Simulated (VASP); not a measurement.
# ZnCdMo4 (Cmmm) in VASP: single point with PBEsol

Aim: the single point of ZnCdMo4 with PBEsol.

All numbers are computed with VASP 6.6.1; they aren't measurements. Logs are shortened: lines on timing, memory, paths and dates and some standing lists are left out, and cuts for length are marked.

### Step 1. The cell of the first run

It takes space group Cmmm (No. 65, orthorhombic). The conventional cell has a = 7.614 Å, b = 7.807 Å, c = 3.906 Å, α = 90.00°, β = 90.00°, γ = 90.00°. Mo (site symmetry m2m) has 2 Zn at 2.31 Å and 5 Mo at 2.48 to 3.14 Å and 1 Cd at 2.66 Å within 3.2 Å. Mo (site symmetry 2mm) has 1 Zn at 2.12 Å and 2 Cd at 2.58 Å within 2.8 Å. Within 3.4 Å of Cd (site symmetry mmm) lie 6 Mo at 2.58 to 2.66 Å. Within 2.8 Å of Zn (site symmetry mmm) lie 6 Mo at 2.12 to 2.31 Å.

### Step 2. Single point, PBEsol

File INCAR:

```
SYSTEM = ZnCdMo4
PREC = Accurate ; ENCUT = 520
EDIFF = 1E-7 ; ISMEAR = -1
SIGMA = 0.1 ; LREAL = .FALSE.
LASPH = .TRUE. ; NELM = 100
ALGO = Normal ; ISIF = 2
LWAVE = .FALSE. ; LCHARG = .FALSE.
GGA = PS ; NBANDS = 49
```

File KPOINTS:

```
Automatic mesh
0
G
  6 6 9
  0 0 0
```

File POSCAR:

```
ZnCdMo4
1.0
    3.9035850000      3.8068710000      0.0000000000
    3.9035850000     -3.8068710000      0.0000000000
    0.0000000000      0.0000000000     -3.9063640000
Mo Cd Zn
4 1 1
Direct
    0.1590000000      0.1590000000      0.5000000000
    0.8410000000      0.8410000000      0.5000000000
    0.2780000000      0.7220000000      0.0000000000
    0.7220000000      0.2780000000      0.0000000000
    0.5000000000      0.5000000000      0.5000000000
    0.0000000000      0.0000000000      0.0000000000
```

Potentials or basis: VASP PAW PBE potentials, release 64 (Mo_sv, Cd, Zn).

On the command line:

```bash
$ cat potpaw_PBE.64/Mo_sv/POTCAR potpaw_PBE.64/Cd/POTCAR potpaw_PBE.64/Zn/POTCAR > POTCAR
$ mpirun -np 1 vasp_std > vasp.out
```

OUTCAR:

```text
SYSTEM = ZnCdMo4
   PREC = Accurate
   ENCUT = 520
   EDIFF = 1E-7
   ISMEAR = -1
   LREAL = .FALSE.
   LASPH = .TRUE.
   NELM = 100
   ISIF = 2
   GGA = PS

 ion  position               nearest neighbor table
   1  0.159  0.159  0.500-   6 2.31   6 2.31   2 2.48   5 2.66   4 3.14   3 3.14   4 3.14   3 3.14

   2  0.841  0.841  0.500-   6 2.31   6 2.31   1 2.48   5 2.66   4 3.14   3 3.14   4 3.14   3 3.14

   3  0.278  0.722  0.000-   6 2.12   5 2.58   5 2.58   2 3.14   1 3.14   2 3.14   1 3.14   4 3.38

   4  0.722  0.278  0.000-   6 2.12   5 2.58   5 2.58   2 3.14   1 3.14   2 3.14   1 3.14   3 3.38

   5  0.500  0.500  0.500-   3 2.58   4 2.58   3 2.58   4 2.58   1 2.66   2 2.66
   6  0.000  0.000  0.000-   3 2.12   4 2.12   1 2.31   2 2.31   1 2.31   2 2.31

  LATTYP: Found a base centered orthorhombic cell.
 ALAT       =     7.6137420000
 B/A-ratio  =     1.0254051162
 C/A-ratio  =     0.5130675560

  Lattice vectors:

 A1 = (  -3.9035850000,   3.8068710000,   0.0000000000)
 A2 = (   3.9035850000,   3.8068710000,   0.0000000000)
 A3 = (   0.0000000000,   0.0000000000,  -3.9063640000)

Analysis of symmetry for initial positions (statically):
=====================================================================
 Subroutine PRICEL returns:
 Original cell was already a primitive cell.

 Routine SETGRP: Setting up the symmetry group for a
 base centered orthorhombic supercell.

 Subroutine GETGRP returns: Found  8 space group operations
 (whereof  8 operations were pure point group operations)
 out of a pool of  8 trial point group operations.

The static configuration has the point symmetry D_2h.

Analysis of symmetry for dynamics (positions and initial velocities):
=====================================================================
 Subroutine PRICEL returns:
 Original cell was already a primitive cell.

 Routine SETGRP: Setting up the symmetry group for a
 base centered orthorhombic supercell.

 Subroutine GETGRP returns: Found  8 space group operations
 (whereof  8 operations were pure point group operations)
 out of a pool of  8 trial point group operations.

The dynamic configuration has the point symmetry D_2h.

 Subroutine INISYM returns: Found  8 space group operations
 (whereof  8 operations are pure point group operations),
 and found     1 'primitive' translations

----------------------------------------------------------------------------------------

                                     Primitive cell

  volume of cell :     116.1006

  direct lattice vectors                    reciprocal lattice vectors
     3.903585000  3.806871000  0.000000000     0.128087386  0.131341461  0.000000000
     3.903585000 -3.806871000  0.000000000     0.128087386 -0.131341461  0.000000000
     0.000000000  0.000000000 -3.906364000     0.000000000  0.000000000 -0.255992529

  length of vectors
     5.452544604  5.452544604  3.906364000     0.183458328  0.183458328  0.255992529

  position of ions in fractional coordinates (direct lattice)
     0.159000000  0.159000000  0.500000000
     0.841000000  0.841000000  0.500000000
     0.278000000  0.722000000  0.000000000
     0.722000000  0.278000000  0.000000000
     0.500000000  0.500000000  0.500000000
     0.000000000  0.000000000  0.000000000

  ion indices of the primitive-cell ions
   primitive index   ion index
                 1           1
                 2           2
                 3           3
                 4           4
                 5           5
                 6           6

----------------------------------------------------------------------------------------

 KPOINTS: Automatic mesh

Automatic generation of k-mesh.
 Grid dimensions read from file:
 generate k-points for:    6    6    9

 Generating k-lattice:

  Cartesian coordinates                     Fractional coordinates (reciprocal lattice)
     0.021347898  0.021890244  0.000000000     0.166666667  0.000000000  0.000000000
     0.021347898 -0.021890244  0.000000000     0.000000000  0.166666667  0.000000000
     0.000000000  0.000000000 -0.028443614     0.000000000  0.000000000  0.111111111

  Length of vectors
     0.030576388  0.030576388  0.028443614

  Shift w.r.t. Gamma in fractional coordinates (k-lattice)
     0.000000000  0.000000000  0.000000000

 Subroutine IBZKPT returns following result:
 ===========================================

 Found     65 irreducible k-points:

 Following reciprocal coordinates:
            Coordinates               Weight
  0.000000  0.000000  0.000000      1.000000
  0.166667  0.000000  0.000000      4.000000
  0.333333 -0.000000  0.000000      4.000000
  0.500000 -0.000000  0.000000      2.000000
  0.166667  0.166667  0.000000      2.000000
  0.333333  0.166667  0.000000      4.000000
[... 16 lines left out ...]
  0.333333  0.333333  0.111111      4.000000
  0.500000  0.333333  0.111111      8.000000
 [... further k-points ...]
   k-points           NKPTS =     65   k-points in BZ     NKDIM =     65   number of bands    NBANDS=     49
   number of dos      NEDOS =    301   number of ions     NIONS =      6
   total plane-waves  NPLWV =  52920
   dimension x,y,z NGX =    42 NGY =   42 NGZ =   30
   dimension x,y,z NGXF=    84 NGYF=   84 NGZF=   60
   ions per type =               4   1   1
   NGX,Y,Z   is equivalent  to a cutoff of  12.81, 12.81, 12.77 a.u.
   NGXF,Y,Z  is equivalent  to a cutoff of  25.61, 25.61, 25.53 a.u.
 SYSTEM =  ZnCdMo4
   PREC   = accura    normal or accurate (medium, high low for compatibility)
   ISTART =      0    job   : 0-new  1-cont  2-samecut
   ICHARG =      2    charge: 1-file 2-atom 10-const
   ISPIN  =      1    spin polarized calculation?
   LNONCOLLINEAR =      F non collinear calculations
   LSORBIT =      F    spin-orbit coupling
   LASPH  =      T    aspherical Exc in radial PAW
   ENCUT  =  520.0 eV  38.22 Ry    6.18 a.u.  10.14 10.14  7.26*2*pi/ulx,y,z
   NELM   =    100;   NELMIN=  2; NELMDL= -5     # of ELM steps
   EDIFF  = 0.1E-06   stopping-criterion for ELM
   LREAL  =      F    real-space projection
   EDIFFG = 0.1E-05   stopping-criterion for IOM
   NSW    =      0    number of steps for IOM
   IBRION =     -1    ionic relax: 0-MD 1-quasi-New 2-CG
   NFREE  =      0    steps in history (QN), initial steepest desc. (CG)
   ISIF   =      2    stress and relaxation
   ISYM   =      2    0-nonsym 1-usesym 2-fastsym
   POTIM  = 0.5000    time-step for ionic-motion
   TEBEG  =    0.0;   TEEND  =   0.0 temperature during run
   PSTRESS=    0.0 pullay stress
   NELECT =      80.0000    total number of electrons
   NUPDOWN=      -1.0000    fix difference up-down
   EMIN   =  10.00;   EMAX   =-10.00  energy-range for DOS
   EFERMI =   0.00;   METHOD = LEGACY
   ISMEAR =    -1;   SIGMA  =   0.10  broadening in eV -4-tet -1-fermi 0-gaus
   EFERMI_NEDOS =   21; number of points for ismear=-14 and -15
   IALGO  =     38    algorithm
   IMIX   =      4    mixing-type and parameters
     AMIX     =   0.40;   BMIX     =  1.00
     AMIX_MAG =   1.60;   BMIX_MAG =  1.00
  volume/ion in A,a.u.               =      19.35       130.58
  Fermi-wavevector in a.u.,A,eV,Ry     =   1.445972  2.732492 28.447552  2.090836
  Thomas-Fermi vector in A             =   2.564094
   LORBIT       =      0    0 simple, 1 ext, 2 COOP (PROOUT), +10 PAW based schemes
   GGA     = PS    functional components
   LHFCALC =     F    Hartree Fock is set to
   AEXX    =    0.0000 exact exchange contribution
   IVDW    =     0    specifies the selected vdW correction
   LEPSILON=     F    determine dielectric tensor
   LRPA    =     F    only Hartree local field effects (RPA)
 non-spin polarized calculation
  energy-cutoff  :      520.00
  volume of cell :      116.10
 maximum number of plane-waves:      3156
 NGX is ok and might be reduce to    42
   NGX = 21   NGY = 21   NGZ = 15

 number of electron      79.9999979 magnetization

 Free energy of the ion-electron system (eV)
  ---------------------------------------------------
  ext. energy  EPLUGINS =         0.00000000
  ---------------------------------------------------
  free energy    TOTEN  =       -36.42119837 eV

  energy without entropy =      -36.24465039  energy(sigma->0) =      -36.33292438

 E-fermi :   6.5716     XC(G=0): -11.7549

 val. band max:        6.5694839534   @ k =   0.0000   0.0000   0.0000
 cond. band min:       6.6088486185   @ k =   0.1667   0.0000   0.0000
 fundamental gap:      0.0393646651
 Fermi energy:         6.5716118233

 k-point     1 :       0.0000    0.0000    0.0000
  band No.  band energies     occupation
      1     -54.4264      2.00000
      2     -54.2820      2.00000
      3     -54.2777      2.00000
      4     -54.2608      2.00000
      5     -29.0962      2.00000
      6     -28.6150      2.00000
[... 41 lines left out ...]
     48       8.6828      0.00000
     49       9.2118      0.00000

 k-point     2 :       0.1667    0.0000    0.0000
  band No.  band energies     occupation
      1     -54.4261      2.00000
      2     -54.2821      2.00000
      3     -54.2777      2.00000
      4     -54.2608      2.00000
      5     -29.0936      2.00000
      6     -28.6137      2.00000
[... 41 lines left out ...]
     48       8.4892      0.00000
     49       8.9654      0.00000

 k-point     3 :       0.3333   -0.0000    0.0000
  band No.  band energies     occupation
      1     -54.4256      2.00000
      2     -54.2824      2.00000
      3     -54.2778      2.00000
      4     -54.2609      2.00000
      5     -29.0885      2.00000
      6     -28.6252      2.00000
[... 41 lines left out ...]
     48       8.3936      0.00000
     49       8.5169      0.00000

 k-point     4 :       0.5000   -0.0000    0.0000
  band No.  band energies     occupation
      1     -54.4253      2.00000
      2     -54.2826      2.00000
      3     -54.2779      2.00000
      4     -54.2610      2.00000
      5     -29.0859      2.00000
      6     -28.6300      2.00000
[... 977 lines left out ...]
     48       8.4703      0.00000
     49       9.0772      0.00000

 k-point    23 :       0.3333    0.3333    0.1111
  band No.  band energies     occupation
      1     -54.4244      2.00000
      2     -54.2826      2.00000
      3     -54.2782      2.00000
      4     -54.2611      2.00000
      5     -29.0843      2.00000
      6     -28.6523      2.00000
[... 41 lines left out ...]
     48       8.1927      0.00000
     49       8.5452      0.00000

 k-point    24 :       0.5000    0.3333    0.1111
  band No.  band energies     occupation
      1     -54.4243      2.00000
      2     -54.2825      2.00000
      3     -54.2783      2.00000
      4     -54.2611      2.00000
      5     -29.0850      2.00000
      6     -28.6510      2.00000
[... 41 lines left out ...]
     48       8.2795      0.00000
     49       8.3653      0.00000

 [... further k-points ...]

------------------------ aborting loop because EDIFF is reached ----------------------------------------

  FORCE on cell =-STRESS in cart. coord.  units (eV):
  Direction    XX          YY          ZZ          XY          YZ          ZX
  --------------------------------------------------------------------------------------
  -------------------------------------------------------------------------------------
  Total       -1.6847001     16.0857868      9.5204085      0.0000000      0.0000000      0.0000000
  in kB      -23.2487006    221.9823190    131.3807275      0.0000000      0.0000000      0.0000000
  external PRESSURE =     110.0381153 kB  Pullay stress =       0.0000000 kB

 VOLUME and BASIS-vectors are now :
 -----------------------------------------------------------------------------
  energy-cutoff  :      520.00
  volume of cell :      116.10
      direct lattice vectors                 reciprocal lattice vectors
     3.903585000  3.806871000  0.000000000     0.128087386  0.131341461  0.000000000
     3.903585000 -3.806871000  0.000000000     0.128087386 -0.131341461  0.000000000
     0.000000000  0.000000000 -3.906364000     0.000000000  0.000000000 -0.255992529

 POSITION                                       TOTAL-FORCE (eV/Angst)
 -----------------------------------------------------------------------------------
      1.24134      0.00000     -1.95318         1.507711      0.000000     -0.000000
      6.56583      0.00000     -1.95318        -1.507711      0.000000     -0.000000
      3.90358     -1.69025      0.00000         0.000000      3.463039     -0.000000
      3.90358      1.69025      0.00000         0.000000     -3.463039      0.000000
      3.90359      0.00000     -1.95318         0.000000      0.000000     -0.000000
      0.00000      0.00000      0.00000        -0.000000      0.000000     -0.000000
 -----------------------------------------------------------------------------------
    total drift:                                0.000000     -0.000000      0.000000

  FREE ENERGIE OF THE ION-ELECTRON SYSTEM (eV)
  ---------------------------------------------------
  free  energy   TOTEN  =       -36.4211983742 eV

  energy  without entropy=      -36.2446503871  energy(sigma->0) =      -36.33292438
```

Run time: 16 min. Hardware: 1 thread of Intel Xeon 8259CL, shared host; peak memory 0.43 GiB.

Results:

```
Free energy            : -36.4212 eV
Pressure               : 11.0 GPa
Largest force          : 3.463 eV/Å
Band gap on the k mesh : zero (bands 40 and 41 overlap by 0.53 eV)
```

Forces in eV/Å, atoms in the order of the input:
```
Mo   1.508  0.000  0.000
Mo  -1.508  0.000  0.000
Mo   0.000  3.463  0.000
Mo   0.000 -3.463  0.000
Cd   0.000  0.000  0.000
Zn   0.000  0.000  0.000
```

Levels at points of the mesh, in eV from the Fermi level:
| k point | band 38 | band 39 | band 40 | band 41 | band 42 | band 43 |
| --- | --- | --- | --- | --- | --- | --- |
| (0.00, 0.00, 0.00) | -0.32 | -0.03 | 0.00 | 0.27 | 0.43 | 0.46 |
| (0.50, 0.00, 0.00) | -0.61 | -0.42 | -0.20 | 0.31 | 0.49 | 0.93 |
| (0.50, 0.50, 0.00) | -0.76 | -0.72 | -0.32 | -0.13 | 0.14 | 0.33 |

Caveat: the stress differs along the axes, from -2 to 22 GPa; the PAW data sets were made with another functional, which shifts forces and pressure a little.

The gap in the log of VASP goes by the Fermi energy; the results here count the filled bands.